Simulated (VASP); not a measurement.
Write the native input for VASP 6.6.1 that does the following.

```yaml
Task: single point
Functional: PBEsol
Potentials_or_basis: VASP PAW PBE potentials, release 64 (Si, Ni)
Cutoff: 600 eV
k_mesh: 6 × 6 × 6
Occupations: gaussian, width 0.1 eV
Spin: no spin polarisation
Dipole_correction: no
Further_INCAR_settings: ALGO = Normal; EDIFF = 1e-06; NBANDS = 16
```

The structure of Si2Ni lies in POSCAR:

```
Si2Ni
1.0
    0.0000000000      2.6931550407      2.6931550407
    2.6931550407      0.0000000000      2.6931550407
    2.6931550407      2.6931550407      0.0000000000
Si Ni
2 1
Direct
    0.2500000000      0.2500000000      0.2500000000
    0.7500000000      0.7500000000      0.7500000000
    0.0000000000      0.0000000000      0.0000000000
```

These files were run (other wordings do the same):

INCAR

```
ALGO     = Normal         # electronic algorithm
EDIFF    = 1E-6           # SCF threshold, eV
ENCUT    = 600            # plane-wave cutoff, eV
GGA      = PS             # functional
GGA_COMPAT= False        
ISIF     = 2              # what is computed and relaxed
ISMEAR   = 0              # smearing method
LASPH    = True           # aspherical terms in the spheres
LCHARG   = True           # write CHGCAR
LELF     = True           # ELF
LREAL    = False          # projectors in reciprocal space
LVHAR    = True         
LWAVE    = False          # write WAVECAR
NBANDS   = 16             # bands
NELM     = 120            # most SCF steps
PREC     = Accurate       # precision mode
SIGMA    = 0.1            # smearing width, eV
```

KPOINTS

```
k-points
0
Gamma
  6 6 6
```

Potentials or basis: VASP PAW PBE potentials, release 64 (Si, Ni).

Run with:

```console
$ cat potpaw_PBE.64/Si/POTCAR potpaw_PBE.64/Ni/POTCAR > POTCAR
$ mpirun -np 1 vasp_std > vasp.out
```

Results of the run:

```json
{
 "Pressure": "1.0 GPa",
 "Band gap on the k mesh": "zero (bands 9 and 10 overlap by 2.13 eV)"
}
```

Caveat: the PAW data sets were made with another functional, which shifts forces and pressure a little.

It took 16 s on 1 thread of Intel(R) Xeon(R) Platinum 8259CL CPU @ 2.50GHz (Skylake/Cascade Lake), on a shared host, peak memory 0.17 GiB.
